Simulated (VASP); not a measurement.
# BiTe (P-1) in VASP: single point with PBE

Aim: the single point of BiTe with PBE.

Program: VASP 6.6.1. These are calculated values, not measurements. Logs are shortened: lines on timing, memory, paths and dates and some standing lists are left out, and cuts for length are marked.

## Step 1: The cell of the first run

The typed cell holds 4 atoms: a = 4.336 Å, b = 4.845 Å, c = 6.502 Å, α = 90.00°, β = 99.53°, γ = 90.00°.

## Step 2: Single point, PBE

The input, INCAR:

```
SYSTEM = BiTe
  PREC = Accurate
  ENCUT = 520
  EDIFF = 1E-6
  ISMEAR = 0
  SIGMA = 0.15
  LREAL = .False.
  LASPH = .True.
  NELM = 100
  ALGO = Normal
  ISIF = 2
  LWAVE = .False.
  LCHARG = .False.
  GGA = PE
  NBANDS = 29
```

The input, KPOINTS:

```
regular mesh
0
Gamma
  8 8 6
  0 0 0
```

The input, POSCAR:

```
BiTe
1.0
   -2.4222948339     -1.3985125744     -3.3133448232
   -2.4222948339      4.1955377232      0.0000000000
    4.8445896678      2.7970251488     -3.3133448232
Bi Te
2 2
Direct
    0.6405422684      0.6240258876      1.0948306511
    0.8594577316     -0.1240258876      0.4051693489
    0.4767723992      0.5823481683      0.4990882572
    1.0232276008     -0.0823481683      1.0009117428
```

Potentials or basis: VASP PAW PBE potentials, release 64 (Bi_d, Te).

Launch:

```
$ cat potpaw_PBE.64/Bi_d/POTCAR potpaw_PBE.64/Te/POTCAR > POTCAR
$ mpirun -np 1 vasp_std > vasp.out
```

OUTCAR:

```text
SYSTEM = BiTe
   PREC = Accurate
   ENCUT = 520
   EDIFF = 1E-6
   ISMEAR = 0
   LREAL = .False.
   LASPH = .True.
   NELM = 100
   ISIF = 2
   GGA = PE

 ion  position               nearest neighbor table
   1  0.641  0.624  0.095-   4 2.34   2 2.41   3 2.84   4 3.00
   2  0.859  0.876  0.405-   3 2.34   1 2.41   4 2.84   3 3.00
   3  0.477  0.582  0.499-   2 2.34   1 2.84   2 3.00
   4  0.023  0.918  0.001-   1 2.34   2 2.84   1 3.00

  LATTYP: Found a simple monoclinic cell.
 ALAT       =     4.3360815952
 B/A-ratio  =     1.1172736401
 C/A-ratio  =     1.4994333553
 COS(beta)  =    -0.1655961474

  Lattice vectors:

 A1 = (  -2.4222948339,  -1.3985125744,  -3.3133448232)
 A2 = (  -2.4222948339,   4.1955377232,   0.0000000000)
 A3 = (   4.8445896678,   2.7970251488,  -3.3133448232)

Analysis of symmetry for initial positions (statically):
=====================================================================
 Subroutine PRICEL returns:
 Original cell was already a primitive cell.

 Routine SETGRP: Setting up the symmetry group for a
 simple monoclinic supercell.

 Subroutine GETGRP returns: Found  2 space group operations
 (whereof  1 operations were pure point group operations)
 out of a pool of  4 trial point group operations.

The static configuration has the point symmetry C_1 .
 The point group associated with its full space group is S_2 .

Analysis of symmetry for dynamics (positions and initial velocities):
=====================================================================
 Subroutine PRICEL returns:
 Original cell was already a primitive cell.

 Routine SETGRP: Setting up the symmetry group for a
 simple monoclinic supercell.

 Subroutine GETGRP returns: Found  2 space group operations
 (whereof  1 operations were pure point group operations)
 out of a pool of  4 trial point group operations.

The dynamic configuration has the point symmetry C_1 .
 The point group associated with its full space group is S_2 .

 Subroutine INISYM returns: Found  2 space group operations
 (whereof  1 operations are pure point group operations),
 and found     1 'primitive' translations

----------------------------------------------------------------------------------------

                                     Primitive cell

  volume of cell :     134.6918

  direct lattice vectors                    reciprocal lattice vectors
    -2.422294834 -1.398512574 -3.313344823    -0.103207915 -0.059587118 -0.201206546
    -2.422294834  4.195537723  0.000000000    -0.103207915  0.178761353  0.000000000
     4.844589668  2.797025149 -3.313344823     0.103207915  0.059587118 -0.100603273

  length of vectors
     4.336081595  4.844589668  6.501665375     0.233851603  0.206415831  0.155959985

  position of ions in fractional coordinates (direct lattice)
     0.640542268  0.624025888  0.094830651
     0.859457732  0.875974112  0.405169349
     0.476772399  0.582348168  0.499088257
     0.023227601  0.917651832  0.000911743

  ion indices of the primitive-cell ions
   primitive index   ion index
                 1           1
                 2           2
                 3           3
                 4           4

----------------------------------------------------------------------------------------

 KPOINTS: regular mesh

Automatic generation of k-mesh.
 Grid dimensions read from file:
 generate k-points for:    8    8    6

 Generating k-lattice:

  Cartesian coordinates                     Fractional coordinates (reciprocal lattice)
    -0.012900989 -0.007448390 -0.025150818     0.125000000  0.000000000  0.000000000
    -0.012900989  0.022345169  0.000000000     0.000000000  0.125000000  0.000000000
     0.017201319  0.009931186 -0.016767212     0.000000000  0.000000000  0.166666667

  Length of vectors
     0.029231450  0.025801979  0.025993331

  Shift w.r.t. Gamma in fractional coordinates (k-lattice)
     0.000000000  0.000000000  0.000000000

 Subroutine IBZKPT returns following result:
 ===========================================

 Found    196 irreducible k-points:

 Following reciprocal coordinates:
            Coordinates               Weight
  0.000000  0.000000  0.000000      1.000000
  0.125000  0.000000  0.000000      2.000000
  0.250000  0.000000  0.000000      2.000000
  0.375000  0.000000 -0.000000      2.000000
  0.500000  0.000000  0.000000      1.000000
 -0.000000  0.125000  0.000000      2.000000
[... 16 lines left out ...]
  0.125000  0.375000  0.000000      2.000000
 -0.125000  0.375000  0.000000      2.000000
 [... further k-points ...]
   k-points           NKPTS =    196   k-points in BZ     NKDIM =    196   number of bands    NBANDS=     29
   number of dos      NEDOS =    301   number of ions     NIONS =      4
   total plane-waves  NPLWV =  55296
   dimension x,y,z NGX =    32 NGY =   36 NGZ =   48
   dimension x,y,z NGXF=    64 NGYF=   72 NGZF=   96
   ions per type =               2   2
   NGX,Y,Z   is equivalent  to a cutoff of  12.27, 12.35, 12.27 a.u.
   NGXF,Y,Z  is equivalent  to a cutoff of  24.54, 24.71, 24.55 a.u.
 SYSTEM =  BiTe
   PREC   = accura    normal or accurate (medium, high low for compatibility)
   ISTART =      0    job   : 0-new  1-cont  2-samecut
   ICHARG =      2    charge: 1-file 2-atom 10-const
   ISPIN  =      1    spin polarized calculation?
   LNONCOLLINEAR =      F non collinear calculations
   LSORBIT =      F    spin-orbit coupling
   LASPH  =      T    aspherical Exc in radial PAW
   ENCUT  =  520.0 eV  38.22 Ry    6.18 a.u.   8.06  9.01 12.09*2*pi/ulx,y,z
   NELM   =    100;   NELMIN=  2; NELMDL= -5     # of ELM steps
   EDIFF  = 0.1E-05   stopping-criterion for ELM
   LREAL  =      F    real-space projection
   EDIFFG = 0.1E-04   stopping-criterion for IOM
   NSW    =      0    number of steps for IOM
   IBRION =     -1    ionic relax: 0-MD 1-quasi-New 2-CG
   NFREE  =      0    steps in history (QN), initial steepest desc. (CG)
   ISIF   =      2    stress and relaxation
   ISYM   =      2    0-nonsym 1-usesym 2-fastsym
   POTIM  = 0.5000    time-step for ionic-motion
   TEBEG  =    0.0;   TEEND  =   0.0 temperature during run
   PSTRESS=    0.0 pullay stress
   NELECT =      42.0000    total number of electrons
   NUPDOWN=      -1.0000    fix difference up-down
   EMIN   =  10.00;   EMAX   =-10.00  energy-range for DOS
   EFERMI =   0.00;   METHOD = LEGACY
   ISMEAR =     0;   SIGMA  =   0.15  broadening in eV -4-tet -1-fermi 0-gaus
   EFERMI_NEDOS =   21; number of points for ismear=-14 and -15
   IALGO  =     38    algorithm
   IMIX   =      4    mixing-type and parameters
     AMIX     =   0.40;   BMIX     =  1.00
     AMIX_MAG =   1.60;   BMIX_MAG =  1.00
  volume/ion in A,a.u.               =      33.67       227.24
  Fermi-wavevector in a.u.,A,eV,Ry     =   1.110139  2.097859 16.767948  1.232409
  Thomas-Fermi vector in A             =   2.246687
   LORBIT       =      0    0 simple, 1 ext, 2 COOP (PROOUT), +10 PAW based schemes
   GGA     = PE    functional components
   LHFCALC =     F    Hartree Fock is set to
   AEXX    =    0.0000 exact exchange contribution
   IVDW    =     0    specifies the selected vdW correction
   LEPSILON=     F    determine dielectric tensor
   LRPA    =     F    only Hartree local field effects (RPA)
 non-spin polarized calculation
 Gauss-broadening in eV      SIGMA  =   0.15
  energy-cutoff  :      520.00
  volume of cell :      134.69
 maximum number of plane-waves:      3646
   NGX = 17   NGY = 19   NGZ = 25

 number of electron      42.0000018 magnetization

 Free energy of the ion-electron system (eV)
  ---------------------------------------------------
  ext. energy  EPLUGINS =         0.00000000
  ---------------------------------------------------
  free energy    TOTEN  =        -5.95480917 eV

  energy without entropy =       -5.92984546  energy(sigma->0) =       -5.94232731

 E-fermi :   6.7306     XC(G=0):  -9.0633

 val. band max:        6.7286252521   @ k =   0.3750   0.5000   0.1667
 cond. band min:       6.7309484677   @ k =  -0.3750   0.3750  -0.1667
 fundamental gap:      0.0023232156
 Fermi energy:         6.7305720870

 k-point     1 :       0.0000    0.0000    0.0000
  band No.  band energies     occupation
      1     -18.1950      2.00000
      2     -17.6860      2.00000
      3     -17.3985      2.00000
      4     -17.2451      2.00000
      5     -17.1099      2.00000
      6     -17.0821      2.00000
[... 21 lines left out ...]
     28      12.1648      0.00000
     29      13.0927      0.00000

 k-point     2 :       0.1250    0.0000    0.0000
  band No.  band energies     occupation
      1     -18.1947      2.00000
      2     -17.6860      2.00000
      3     -17.3986      2.00000
      4     -17.2488      2.00000
      5     -17.1116      2.00000
      6     -17.0787      2.00000
[... 21 lines left out ...]
     28      12.0216      0.00000
     29      12.3168      0.00000

 k-point     3 :       0.2500    0.0000    0.0000
  band No.  band energies     occupation
      1     -18.1939      2.00000
      2     -17.6859      2.00000
      3     -17.3990      2.00000
      4     -17.2577      2.00000
      5     -17.1152      2.00000
      6     -17.0709      2.00000
[... 21 lines left out ...]
     28      11.7179      0.00000
     29      11.9905      0.00000

 k-point     4 :       0.3750    0.0000   -0.0000
  band No.  band energies     occupation
      1     -18.1932      2.00000
      2     -17.6860      2.00000
      3     -17.3994      2.00000
      4     -17.2665      2.00000
      5     -17.1185      2.00000
      6     -17.0634      2.00000
[... 597 lines left out ...]
     28      12.2293      0.00000
     29      12.4735      0.00000

 k-point    23 :       0.1250    0.3750    0.0000
  band No.  band energies     occupation
      1     -18.1940      2.00000
      2     -17.6850      2.00000
      3     -17.3956      2.00000
      4     -17.2519      2.00000
      5     -17.1107      2.00000
      6     -17.0732      2.00000
[... 21 lines left out ...]
     28      12.5548      0.00000
     29      12.9549      0.00000

 k-point    24 :      -0.1250    0.3750    0.0000
  band No.  band energies     occupation
      1     -18.1940      2.00000
      2     -17.6852      2.00000
      3     -17.3956      2.00000
      4     -17.2520      2.00000
      5     -17.1109      2.00000
      6     -17.0727      2.00000
[... 21 lines left out ...]
     28      12.2686      0.00000
     29      12.8842      0.00000

 [... further k-points ...]

------------------------ aborting loop because EDIFF is reached ----------------------------------------

  FORCE on cell =-STRESS in cart. coord.  units (eV):
  Direction    XX          YY          ZZ          XY          YZ          ZX
  --------------------------------------------------------------------------------------
  -------------------------------------------------------------------------------------
  Total       50.6773604     16.8186769     24.8935751      0.4030993    -13.4696315     11.9202100
  in kB      602.8139694    200.0604075    296.1124002      4.7949204   -160.2230655    141.7924901
  external PRESSURE =     366.3289257 kB  Pullay stress =       0.0000000 kB

 VOLUME and BASIS-vectors are now :
 -----------------------------------------------------------------------------
  energy-cutoff  :      520.00
  volume of cell :      134.69
      direct lattice vectors                 reciprocal lattice vectors
    -2.422294834 -1.398512574 -3.313344823    -0.103207915 -0.059587118 -0.201206546
    -2.422294834  4.195537723  0.000000000    -0.103207915  0.178761353  0.000000000
     4.844589668  2.797025149 -3.313344823     0.103207915  0.059587118 -0.100603273

 POSITION                                       TOTAL-FORCE (eV/Angst)
 -----------------------------------------------------------------------------------
     -2.60374      1.98756     -2.43654         5.226109     -9.809325     10.973773
     -2.24085      3.60649     -4.19015        -5.226109      9.809325    -10.973773
     -0.14762      3.17245     -3.23336        11.505724     -1.338910      2.651409
     -2.27467      3.82011     -0.07998       -11.505724      1.338910     -2.651409
 -----------------------------------------------------------------------------------
    total drift:                               -0.000000     -0.000000      0.000000

  FREE ENERGIE OF THE ION-ELECTRON SYSTEM (eV)
  ---------------------------------------------------
  free  energy   TOTEN  =        -5.9548091663 eV

  energy  without entropy=       -5.9298454604  energy(sigma->0) =       -5.94232731
```

It took 18 min on 1 thread of Intel Xeon Platinum 8259CL at 2.50GHz (Skylake/Cascade Lake), shared host; peak memory 0.7 GiB.

Results:

| Property | Result |
| --- | --- |
| Free energy | -5.9548 eV |
| Pressure | 36.6 GPa |
| Largest force | 15.619 eV/Å |
| Band gap on the k mesh | zero (bands 21 and 22 overlap by 1.14 eV) |

Forces in eV/Å, atoms in the order of the input:
```
Bi    5.226  -9.809  10.974
Bi   -5.226   9.809 -10.974
Te   11.506  -1.339   2.651
Te  -11.506   1.339  -2.651
```

Stress tensor (GPa, compression positive):
```
 60.28   0.48  14.18
  0.48  20.01 -16.02
 14.18 -16.02  29.61
```

Caveat: the cell stands under pressure; spin-orbit coupling is left out, which moves the levels of the heavy elements; forces of over 1 eV/Å act on the atoms, so gaps and moduli don't describe the material at rest.
